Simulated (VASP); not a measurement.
## MgI2: single point with PBE

Crystal: MgI2.

```
Mg I
1.0
     4.20720    0.00000   -0.30860
    -2.10360    3.64354    0.15430
    -0.57299    0.00000    7.49925
Mg I
1 2
Direct
  0.00000 0.00000 0.00000
  0.27621 0.66807 0.77641
  0.72379 0.33193 0.22359
```

This cell differs from its parent crystal: engineering shear strain xz -0.1467, normal strain along z -0.0400.

```yaml
Program: VASP 6.6.1
Task: single point
Functional: PBE
Potentials_or_basis: VASP PAW PBE potentials, release 64 (Mg, I)
Cutoff: 520 eV
k_mesh: 6 × 6 × 4
Occupations: gaussian, width 0.05 eV
Spin: no spin polarisation
```

```json
{"Pressure": "0.1 GPa", "Band gap on the k mesh": "3.49 eV, indirect (least direct gap 3.68 eV)"}
```

Stress tensor (GPa, compression positive):
```
-0.05  0.02  0.12
 0.02  0.03  0.09
 0.12  0.09  0.34
```

Levels at points of the mesh, in eV from the valence-band top:
```csv
k point,band 6,band 7,band 8,band 9,band 10,band 11
"(0.00, 0.00, 0.00)",-0.12,-0.05,0.00,3.68,4.87,6.62
"(0.50, 0.00, 0.00)",-1.17,-0.87,-0.39,3.76,5.60,6.03
"(0.50, 0.50, 0.00)",-1.18,-0.46,-0.37,3.54,5.29,5.57
"(0.00, 0.50, 0.00)",-1.17,-0.63,-0.44,3.66,5.40,5.91
"(0.00, 0.00, 0.50)",-0.29,-0.07,-0.02,4.42,4.85,6.60
"(0.50, 0.00, 0.50)",-1.13,-0.47,-0.38,3.49,5.25,5.58
"(0.50, 0.50, 0.50)",-1.07,-0.86,-0.46,3.72,5.71,6.03
"(0.00, 0.50, 0.50)",-1.03,-0.69,-0.44,3.58,5.39,5.70
```

It took 110 s on 1 thread of AMD EPYC 7R43 64-Core Processor (Zen 3), on a shared host, peak memory 0.28 GiB.

Caveat: the cell differs from its parent crystal (engineering shear strain xz -0.1467, normal strain along z -0.0400); spin-orbit coupling is left out, which moves the levels of the heavy elements. A k mesh can miss the band edges.
